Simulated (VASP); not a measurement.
Here is a VASP 6.6.1 calculation.

POSCAR

```
Cd
1.0
    3.1533485975      0.0000000000      0.0000000000
   -1.5766742987      2.7308799924      0.0000000000
    0.0000000000      0.0000000000     10.0370301678
Cd
4
Direct
    1.0000000000      0.0000000000      0.0000000000
    1.0000000000      1.0000000000      0.5000000000
    0.3333333333      0.6666666667      0.2500000000
    0.6666666667      0.3333333333      0.7500000000
```

The input INCAR.step1:

```
SYSTEM = Cd
PREC = Accurate
ENCUT = 520
ISMEAR = -1
SIGMA = 0.1
LREAL = .FALSE.
LASPH = .TRUE.
NELM = 100
NBANDS = 32
GGA = PE
ALGO = Normal
EDIFF = 1E-4
LWAVE = .TRUE.
LCHARG = .FALSE.
```

File INCAR.step2:

```
SYSTEM = Cd
PREC = Accurate
ENCUT = 520
EDIFF = 1E-7
ISMEAR = -1
SIGMA = 0.1
LREAL = .FALSE.
LASPH = .TRUE.
NELM = 100
ALGO = Normal
ISIF = 2
LWAVE = .FALSE.
LCHARG = .TRUE.
METAGGA = R2SCAN
LMIXTAU = .TRUE.
LELF = .TRUE.
LVHAR = .TRUE.
NBANDS = 32
ISTART = 1
```

The input KPOINTS:

```
Automatic mesh
0
G
  12 12 3
  0 0 0
```

Potentials or basis: VASP PAW PBE potentials, release 64 (Cd).

Launch:

```sh
$ cat potpaw_PBE.64/Cd/POTCAR > POTCAR
$ cp INCAR.step1 INCAR
$ mpirun -np 1 vasp_std > vasp.out
$ cp INCAR.step2 INCAR
$ mpirun -np 1 vasp_std > vasp.out
```

Question: Estimate the band gap on the k mesh.

Answer: Zero (bands 24 and 25 overlap by 2.41 eV).

Question: Estimate the pressure.

Answer: 0.3 GPa.

Caveat: the PAW data sets were made with another functional, which shifts forces and pressure a little.
